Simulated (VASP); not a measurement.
A run of VASP 6.6.1 is set up as follows.

POSCAR

```
WS2
1.0
    3.3088836719      0.0000000000      0.0000000000
   -1.6544418359      2.8655773180      0.0000000000
    0.0000000000      0.0000000000     12.8556368452
W S
2 4
Direct
    0.3333333333      0.6666666667      0.2500000000
    0.6666666667      0.3333333333      0.7500000000
    0.3333333333      0.6666666667      0.6318318086
    0.6666666667      0.3333333333      0.1318318086
    0.3333333333      0.6666666667      0.8681681914
    0.6666666667      0.3333333333      0.3681681914
```

The input INCAR.step1:

```
SYSTEM = WS2
PREC = Accurate
ENCUT = 520
ISMEAR = 0
SIGMA = 0.02
LREAL = .False.
LASPH = .True.
NELM = 80
NBANDS = 35
GGA = PE
ALGO = Normal
EDIFF = 1E-4
LWAVE = .True.
LCHARG = .False.
```

INCAR.step2

```
SYSTEM = WS2
PREC = Accurate
ENCUT = 520
EDIFF = 1E-7
ISMEAR = 0
SIGMA = 0.02
LREAL = .False.
LASPH = .True.
NELM = 80
ALGO = Normal
ISIF = 2
LWAVE = .False.
LCHARG = .False.
METAGGA = R2SCAN
LMIXTAU = .True.
NBANDS = 35
ISTART = 1
```

Contents of KPOINTS:

```
Automatic mesh
0
Gamma
  12 12 2
  0 0 0
```

Potentials or basis: VASP PAW PBE potentials, release 64 (W_sv, S).

The run is started by

```sh
$ cat potpaw_PBE.64/W_sv/POTCAR potpaw_PBE.64/S/POTCAR > POTCAR
$ cp INCAR.step1 INCAR
$ mpirun -np 1 vasp_std > vasp.out
$ cp INCAR.step2 INCAR
$ mpirun -np 1 vasp_std > vasp.out
```

Task: Predict the pressure.

Result: -6.7 GPa.

Task: What does it give for the largest force?

Result: 0.015 eV/Å.

Forces in eV/Å, atoms in the order of the input:
```
W    0.000  0.000  0.000
W    0.000  0.000  0.000
S    0.000  0.000 -0.015
S    0.000  0.000 -0.015
S    0.000  0.000  0.015
S    0.000  0.000  0.015
```

Caveat: the stress differs along the axes, from -10 to 0 GPa; the PAW data sets were made with another functional, which shifts forces and pressure a little.
